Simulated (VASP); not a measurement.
# PbF2 (Fm-3m) in VASP: settings compared

PbF2 is run at these levels: PBEsol, r2SCAN; tasks: vibrations by perturbation theory, dielectric tensor.

All numbers are computed with VASP 6.6.1; they aren't measurements. Logs are shortened: lines on timing, memory, paths and dates and some standing lists are left out, and cuts for length are marked.

## 1. The cell of the first run

It takes space group Fm-3m (No. 225, cubic). The conventional cell has a = 5.899 Å, b = 5.899 Å, c = 5.899 Å, α = 90.00°, β = 90.00°, γ = 90.00°. Within 3.4 Å of Pb (site symmetry m-3m) lie 8 F at 2.55 Å. F (site symmetry -43m) has 4 Pb at 2.55 Å and 6 F at 2.95 Å within 3.4 Å.

## 2. Vibrations by perturbation theory, PBEsol

INCAR

```
ALGO     = Normal         # electronic algorithm
EDIFF    = 1E-8           # SCF threshold, eV
ENCUT    = 520            # plane-wave cutoff, eV
GGA      = PS             # functional
IBRION   = 8              # ionic algorithm
ISIF     = 2              # what is computed and relaxed
ISMEAR   = 0              # smearing method
LASPH    = T              # aspherical terms in the spheres
LCHARG   = T              # write CHGCAR
LEPSILON = T              # dielectric tensor by DFPT
LREAL    = F              # projectors in reciprocal space
LWAVE    = F              # write WAVECAR
NELM     = 60             # most SCF steps
NSW      = 1              # ionic steps
PREC     = Accurate       # precision mode
SIGMA    = 0.01           # smearing width, eV
```

KPOINTS

```
k-points
0
Gamma
  6 6 6
```

POSCAR

```
PbF2
1.0
    0.0000000000      2.9494763695      2.9494763695
    2.9494763695      0.0000000000      2.9494763695
    2.9494763695      2.9494763695      0.0000000000
Pb F
1 2
Direct
    0.0000000000      0.0000000000      0.0000000000
    0.2500000000      0.2500000000      0.2500000000
    0.7500000000      0.7500000000      0.7500000000
```

Potentials or basis: VASP PAW PBE potentials, release 64 (Pb_d, F).

Command:

```
> cat potpaw_PBE.64/Pb_d/POTCAR potpaw_PBE.64/F/POTCAR > POTCAR
> mpirun -np 1 vasp_std > vasp.out
```

OUTCAR:

```text
EDIFF = 1E-8
   ENCUT = 520
   GGA = PS
   IBRION = 8
   ISIF = 2
   ISMEAR = 0
   LASPH = T
   LEPSILON = T
   LREAL = F
   NELM = 60
   NSW = 1
   PREC = Accurate

 ion  position               nearest neighbor table
   1  0.000  0.000  0.000-   3 2.55   3 2.55   3 2.55   2 2.55   2 2.55   2 2.55   3 2.55   2 2.55

   2  0.250  0.250  0.250-   1 2.55   1 2.55   1 2.55   1 2.55
   3  0.750  0.750  0.750-   1 2.55   1 2.55   1 2.55   1 2.55

  LATTYP: Found a face centered cubic cell.
 ALAT       =     5.8989527390

  Lattice vectors:

 A1 = (   0.0000000000,   2.9494763695,   2.9494763695)
 A2 = (   2.9494763695,   0.0000000000,   2.9494763695)
 A3 = (   2.9494763695,   2.9494763695,   0.0000000000)

Analysis of symmetry for initial positions (statically):
=====================================================================
 Subroutine PRICEL returns:
 Original cell was already a primitive cell.

 Routine SETGRP: Setting up the symmetry group for a
 face centered cubic supercell.

 Subroutine GETGRP returns: Found 48 space group operations
 (whereof 48 operations were pure point group operations)
 out of a pool of 48 trial point group operations.

The static configuration has the point symmetry O_h .

Analysis of symmetry for dynamics (positions and initial velocities):
=====================================================================
 Subroutine PRICEL returns:
 Original cell was already a primitive cell.

 Routine SETGRP: Setting up the symmetry group for a
 face centered cubic supercell.

 Subroutine GETGRP returns: Found 48 space group operations
 (whereof 48 operations were pure point group operations)
 out of a pool of 48 trial point group operations.

The dynamic configuration has the point symmetry O_h .
[... 576 lines left out ...]
  --------------------------------------------------------------------------------
  x     0.00000     0.00000     0.00000     0.00000     0.00000     0.00000
  y     0.00000     0.00000     0.00000     0.00000     0.00000     0.00000
  z     0.00000     0.00000     0.00000     0.00000     0.00000     0.00000

 PIEZOELECTRIC TENSOR (including local field effects)  for field in x, y, z        (C/m^2)
          XX          YY          ZZ          XY          YZ          ZX
  --------------------------------------------------------------------------------
  x     0.00000     0.00000     0.00000     0.00000     0.00000     0.00000
  y     0.00000     0.00000     0.00000     0.00000     0.00000     0.00000
  z     0.00000     0.00000     0.00000     0.00000     0.00000     0.00000

 BORN EFFECTIVE CHARGES (including local field effects) (in |e|, cummulative output)
 ---------------------------------------------------------------------------------
 ion    1
    1     3.21180     0.00000     0.00000
    2     0.00000     3.21180     0.00000
    3     0.00000     0.00000     3.21180
 ion    2
    1    -1.60590     0.00000     0.00000
    2     0.00000    -1.60590     0.00000
    3     0.00000     0.00000    -1.60590
 ion    3
    1    -1.60590     0.00000     0.00000
    2     0.00000    -1.60590     0.00000
    3     0.00000     0.00000    -1.60590

 INTERNAL STRAIN TENSOR FOR ION    3 for displacements in x,y,z  (eV/Angst):
          X           Y           Z          XY          YZ          ZX
  --------------------------------------------------------------------------------
  x     0.00000    -0.00000    -0.00000     0.00000     2.88779     0.00000
  y    -0.00000     0.00000    -0.00000     0.00000     0.00000     2.88779
  z    -0.00000    -0.00000     0.00000     2.88779     0.00000     0.00000

 SECOND DERIVATIVES (NOT SYMMETRIZED)
 ------------------------------------
               1X          1Y          1Z          2X          2Y          2Z          3X          3Y          3Z
  1X    -1.472468    0.000000    0.000000    0.736234    0.000000    0.000000    0.736234    0.000000    0.000000
  1Y     0.000000   -1.472468    0.000000    0.000000    0.736234    0.000000    0.000000    0.736234    0.000000
  1Z     0.000000    0.000000   -1.472468    0.000000    0.000000    0.736234    0.000000    0.000000    0.736234
  2X     0.732762   -0.000000   -0.000000   -2.521074    0.000000    0.000000    1.788312    0.000000    0.000000
  2Y    -0.000000    0.732762    0.000000    0.000000   -2.521074   -0.000000    0.000000    1.788312    0.000000
  2Z    -0.000000    0.000000    0.732762    0.000000   -0.000000   -2.521074    0.000000    0.000000    1.788312
  3X     0.732762   -0.000000   -0.000000    1.788312    0.000000    0.000000   -2.521074    0.000000    0.000000
  3Y    -0.000000    0.732762    0.000000    0.000000    1.788312    0.000000    0.000000   -2.521074   -0.000000
  3Z    -0.000000    0.000000    0.732762    0.000000    0.000000    1.788312    0.000000   -0.000000   -2.521074

 Eigenvectors and eigenvalues of the dynamical matrix
 ----------------------------------------------------

   1 f  =    7.445682 THz    46.782598 2PiTHz  248.361211 cm-1    30.792852 meV
             X         Y         Z           dx          dy          dz
      0.000000  0.000000  0.000000    -0.000000   -0.000000    0.000000
      1.474738  1.474738  1.474738    -0.043071   -0.705794    0.000000
      4.424215  4.424215  4.424215     0.043071    0.705794   -0.000000
[... 43 lines left out ...]
   9 f/i=    0.002862 THz     0.017985 2PiTHz    0.095480 cm-1     0.011838 meV
             X         Y         Z           dx          dy          dz
      0.000000  0.000000  0.000000    -0.052017    0.019445    0.917243
      1.474738  1.474738  1.474738    -0.015788    0.005902    0.278401
      4.424215  4.424215  4.424215    -0.015788    0.005902    0.278401

--------------------------------------------------------------------------------------------------------

 MACROSCOPIC STATIC DIELECTRIC TENSOR IONIC CONTRIBUTION
 ------------------------------------------------------
          24.741962     0.000000    -0.000000
           0.000000    24.741962    -0.000000
          -0.000000    -0.000000    24.741962
 ------------------------------------------------------

 ELASTIC MODULI CONTR FROM IONIC RELAXATION (kBar)
 Direction    XX          YY          ZZ          XY          YZ          ZX
 --------------------------------------------------------------------------------
 XX          -0.0000      0.0000      0.0000      0.0000     -0.0000      0.0000
 YY           0.0000     -0.0000      0.0000      0.0000      0.0000     -0.0000
 ZZ           0.0000      0.0000     -0.0000     -0.0000      0.0000      0.0000
 XY           0.0000      0.0000     -0.0000   -120.8344      0.0000     -0.0000
 YZ          -0.0000      0.0000      0.0000      0.0000   -120.8344     -0.0000
 ZX           0.0000     -0.0000      0.0000     -0.0000     -0.0000   -120.8344
 --------------------------------------------------------------------------------

 PIEZOELECTRIC TENSOR IONIC CONTR  for field in x, y, z        (C/m^2)
          XX          YY          ZZ          XY          YZ          ZX
  --------------------------------------------------------------------------------
  x    -0.00000     0.00000    -0.00000    -0.00000     0.00000     0.00000
  y     0.00000    -0.00000     0.00000    -0.00000    -0.00000    -0.00000
  z     0.00000     0.00000    -0.00000    -0.00000     0.00000     0.00000
```

stdout:

```text
POSCAR found type information on POSCAR PbF
 POSCAR found :  2 types and       3 ions
 scaLAPACK will be used
 -----------------------------------------------------------------------------
|                                                                             |
|                                                                             |
[... 39 lines left out ...]
 first order change of Fermi-energy  -0.10823E-03
 force on displaced ion       1 direction 1 :  -1.472   0.000   0.000
 Born effective charge ion    1 direction 1 :   3.211   0.000   0.000
 Linear response progress:
 first order change of Fermi-energy   0.61003E-04
 force on displaced ion       2 direction 1 :  -2.521   0.000   0.000
 Born effective charge ion    2 direction 1 :  -1.607   0.000   0.000
 Born effective charges drift removed
 Linear response finished
```

Run time: 3.8 min. Hardware: 1 thread of AMD EPYC 9R45 (Zen 5), shared host; peak memory 0.28 GiB.

What came out:

- Electronic dielectric tensor (diagonal): 3.40
- Born charges (mean of the diagonal): Pb +3.21; F -1.61 e
- Highest phonon frequency at Γ, LO-TO splitting left out: 248 cm⁻¹

Phonon frequencies in cm⁻¹ (negative: imaginary):
| q point | frequencies |
| --- | --- |
| (0.000, 0.000, 0.000) | 0 0 0 111 111 111 248 248 248 |

Electronic dielectric tensor:
```
3.40 0.00 0.00
0.00 3.40 0.00
0.00 0.00 3.40
```

Born effective charge tensors (e):
atom 1, Pb
```
3.21 0.00 0.00
0.00 3.21 0.00
0.00 0.00 3.21
```
atom 2, F
```
-1.61  0.00  0.00
 0.00 -1.61  0.00
 0.00  0.00 -1.61
```
atom 3, F
```
-1.61  0.00  0.00
 0.00 -1.61  0.00
 0.00  0.00 -1.61
```

Caveat: the structure was generated, so it needn't be the stable form of PbF2; the PAW data sets were made with another functional, which shifts forces and pressure a little; spin-orbit coupling is left out, which moves the levels of the heavy elements.

## 3. Dielectric tensor, r2SCAN

This run uses another cell than the first one, of 17.30 Å³/atom.

INCAR

```
SYSTEM = PbF2
PREC = Accurate ; ENCUT = 520
EDIFF = 1E-8 ; ISMEAR = 0
SIGMA = 0.01 ; LREAL = .FALSE.
LASPH = .TRUE. ; NELM = 80
ALGO = Normal ; ISIF = 2
LWAVE = .FALSE. ; LCHARG = .FALSE.
METAGGA = R2SCAN ; LMIXTAU = .TRUE.
LCALCEPS = .TRUE.
```

KPOINTS

```
regular mesh
0
G
  6 6 6
  0 0 0
```

POSCAR

```
PbF2
1.0
    0.0000000000      2.9604381116      2.9604381116
    2.9604381116      0.0000000000      2.9604381116
    2.9604381116      2.9604381116      0.0000000000
Pb F
1 2
Direct
    0.0000000000      0.0000000000      0.0000000000
    0.2500000000      0.2500000000      0.2500000000
    0.7500000000      0.7500000000      0.7500000000
```

Potentials or basis: VASP PAW PBE potentials, release 64 (Pb_d, F).

Command:

```
> cat potpaw_PBE.64/Pb_d/POTCAR potpaw_PBE.64/F/POTCAR > POTCAR
> mpirun -np 1 vasp_std > vasp.out
```

OUTCAR:

```text
SYSTEM = PbF2
   PREC = Accurate
   ENCUT = 520
   EDIFF = 1E-8
   ISMEAR = 0
   LREAL = .FALSE.
   LASPH = .TRUE.
   NELM = 80
   ISIF = 2
   METAGGA = R2SCAN

 ion  position               nearest neighbor table
   1  0.000  0.000  0.000-   3 2.56   3 2.56   3 2.56   2 2.56   3 2.56   2 2.56   2 2.56   2 2.56

   2  0.250  0.250  0.250-   1 2.56   1 2.56   1 2.56   1 2.56
   3  0.750  0.750  0.750-   1 2.56   1 2.56   1 2.56   1 2.56

  LATTYP: Found a face centered cubic cell.
 ALAT       =     5.9208762232

  Lattice vectors:

 A1 = (   0.0000000000,   2.9604381116,   2.9604381116)
 A2 = (   2.9604381116,   0.0000000000,   2.9604381116)
 A3 = (   2.9604381116,   2.9604381116,   0.0000000000)

Analysis of symmetry for initial positions (statically):
=====================================================================
 Subroutine PRICEL returns:
 Original cell was already a primitive cell.

 Routine SETGRP: Setting up the symmetry group for a
 face centered cubic supercell.

 Subroutine GETGRP returns: Found 48 space group operations
 (whereof 48 operations were pure point group operations)
 out of a pool of 48 trial point group operations.

The static configuration has the point symmetry O_h .

Analysis of symmetry for dynamics (positions and initial velocities):
=====================================================================
 Subroutine PRICEL returns:
 Original cell was already a primitive cell.

 Routine SETGRP: Setting up the symmetry group for a
 face centered cubic supercell.

 Subroutine GETGRP returns: Found 48 space group operations
 (whereof 48 operations were pure point group operations)
 out of a pool of 48 trial point group operations.

The dynamic configuration has the point symmetry O_h .

[... 654 lines left out ...]

 [... further k-points ...]

------------------------ aborting loop because EDIFF is reached ----------------------------------------

            Ionic dipole moment: p[ion]=(     0.00000     0.00000     0.00000 ) |e| Angst

 Total electronic dipole moment: p[elc]=(     0.00000     0.00000     0.00618 ) |e| Angst

 MACROSCOPIC STATIC DIELECTRIC TENSOR (including local field effects)
 ------------------------------------------------------
           3.155380     0.000000     0.000000
           0.000000     3.155380    -0.000000
           0.000000     0.000000     3.155380
 ------------------------------------------------------

 PIEZOELECTRIC TENSOR (including local field effects) (e Angst)
          XX          YY          ZZ          XY          YZ          ZX
  --------------------------------------------------------------------------------
  x     0.00000     0.00000     0.00000     0.00000     0.00000     0.00000
  y     0.00000     0.00000     0.00000     0.00000     0.00000     0.00000
  z     0.00000     0.00000     0.00000     0.00000     0.00000     0.00000

 PIEZOELECTRIC TENSOR (including local field effects) (C/m^2)
          XX          YY          ZZ          XY          YZ          ZX
  --------------------------------------------------------------------------------
  x     0.00000     0.00000     0.00000     0.00000     0.00000     0.00000
  y     0.00000     0.00000     0.00000     0.00000     0.00000     0.00000
  z     0.00000     0.00000     0.00000     0.00000     0.00000     0.00000

 BORN EFFECTIVE CHARGES (including local field effects) (in |e|, cummulative output)
 ---------------------------------------------------------------------------------
 ion    1
    1     3.19465    -0.00000    -0.00000
    2     0.00000     3.19465     0.00000
    3     0.00000     0.00000     3.19465
 ion    2
    1    -1.59732     0.00000     0.00000
    2     0.00000    -1.59732    -0.00000
    3     0.00000     0.00000    -1.59732
 ion    3
    1    -1.59732    -0.00000    -0.00000
    2     0.00000    -1.59732     0.00000
    3     0.00000     0.00000    -1.59732

  FORCE on cell =-STRESS in cart. coord.  units (eV):
  Direction    XX          YY          ZZ          XY          YZ          ZX
  --------------------------------------------------------------------------------------
  -------------------------------------------------------------------------------------
  Total       -0.0216983     -0.0216983     -0.0216983      0.0000000      0.0000000      0.0000000
  in kB       -0.6699434     -0.6699434     -0.6699434      0.0000000      0.0000000      0.0000000
  external PRESSURE =      -0.6699434 kB  Pullay stress =       0.0000000 kB

 VOLUME and BASIS-vectors are now :
 -----------------------------------------------------------------------------
  energy-cutoff  :      520.00
  volume of cell :       51.89
      direct lattice vectors                 reciprocal lattice vectors
     0.000000000  2.960438112  2.960438112    -0.168893921  0.168893921  0.168893921
     2.960438112  0.000000000  2.960438112     0.168893921 -0.168893921  0.168893921
     2.960438112  2.960438112  0.000000000     0.168893921  0.168893921 -0.168893921

 POSITION                                       TOTAL-FORCE (eV/Angst)
 -----------------------------------------------------------------------------------
      0.00000      0.00000      0.00000         0.000000     -0.000000     -0.000000
      1.48022      1.48022      1.48022        -0.000000      0.000000     -0.000000
      4.44066      4.44066      4.44066         0.000000      0.000000      0.000000
 -----------------------------------------------------------------------------------
    total drift:                                0.000000     -0.000000      0.000000

  FREE ENERGIE OF THE ION-ELECTRON SYSTEM (eV)
  ---------------------------------------------------
  free  energy   TOTEN  =       -70.1617878471 eV

  energy  without entropy=      -70.1617878471  energy(sigma->0) =      -70.16178785
```

OSZICAR:

```text
N       E                     dE             d eps       ncg     rms          rms(c)
DAV:   1     0.252812664182E+03    0.25281E+03   -0.15155E+04   576   0.178E+03
DAV:   2    -0.513110851791E+02   -0.30412E+03   -0.29206E+03   646   0.460E+02
DAV:   3    -0.793292195888E+02   -0.28018E+02   -0.27777E+02   674   0.161E+02
[... 13 lines left out ...]
DMP:   9    -0.701617877578E+02   -0.11316E-06   -0.95977E-07  1224   0.199E-06   0.780E-07
DMP:  10    -0.701617878109E+02   -0.53085E-07   -0.45457E-07  1224   0.101E-06   0.244E-07
DMP:  11    -0.701617878335E+02   -0.22662E-07   -0.18830E-07  1224   0.469E-07   0.409E-09
DMP:  12    -0.701617878417E+02   -0.81955E-08   -0.10304E-07  1224   0.285E-07  -0.536E-08
DMP:  13    -0.701617878471E+02   -0.53583E-08   -0.59628E-08  1224   0.147E-07   0.434E-09
   1 F= -.70161788E+02 E0= -.70161788E+02  d E =-.649798E-26
```

stdout:

```text
POSCAR found type information on POSCAR PbF
 POSCAR found :  2 types and       3 ions
 scaLAPACK will be used
 -----------------------------------------------------------------------------
|                                                                             |
[... 98 lines left out ...]
dp_tot=(  0.493E-06  0.503E-06  0.621E-02 )  diag[e(oo)]=(    ---      ---    3.16678 )
 p_tot=(  0.168E-06  0.170E-06  0.619E-02 )
dp_tot=(  0.457E-06  0.468E-06  0.619E-02 )  diag[e(oo)]=(    ---      ---    3.15912 )
 p_tot=(  0.128E-06  0.130E-06  0.618E-02 )
dp_tot=(  0.417E-06  0.429E-06  0.618E-02 )  diag[e(oo)]=(    ---      ---    3.15516 )
 final diagonalization full
 p_tot=(  0.110E-06  0.113E-06  0.618E-02 )
dp_tot=(  0.399E-06  0.411E-06  0.618E-02 )  diag[e(oo)]=(    ---      ---    3.15540 )
```

It took 37 min on 1 thread of AMD EPYC 9R45 (Zen 5), shared host; peak memory 0.37 GiB.

What came out:

| Quantity | Value |
| --- | --- |
| Band gap on the k mesh | 4.96 eV (least direct gap 5.08 eV) |
| Electronic dielectric tensor (diagonal) | 3.16 |
| Born charges (mean of the diagonal) | Pb +3.19; F -1.60 e |

Electronic dielectric tensor:
```
3.16 0.00 0.00
0.00 3.16 0.00
0.00 0.00 3.16
```

Born effective charge tensors (e):
atom 1, Pb
```
3.19 0.00 0.00
0.00 3.19 0.00
0.00 0.00 3.19
```
atom 2, F
```
-1.60  0.00  0.00
 0.00 -1.60  0.00
 0.00  0.00 -1.60
```
atom 3, F
```
-1.60  0.00  0.00
 0.00 -1.60  0.00
 0.00  0.00 -1.60
```

Dipole moments of the cell (e·Å, modulo the quantum): ionic 0.000, 0.000, 0.000; electronic 0.000, 0.000, 0.006

Caveat: the structure was generated, so it needn't be the stable form of PbF2; the PAW data sets were made with another functional, which shifts forces and pressure a little; spin-orbit coupling is left out, which moves the levels of the heavy elements. A k mesh can miss the band edges.
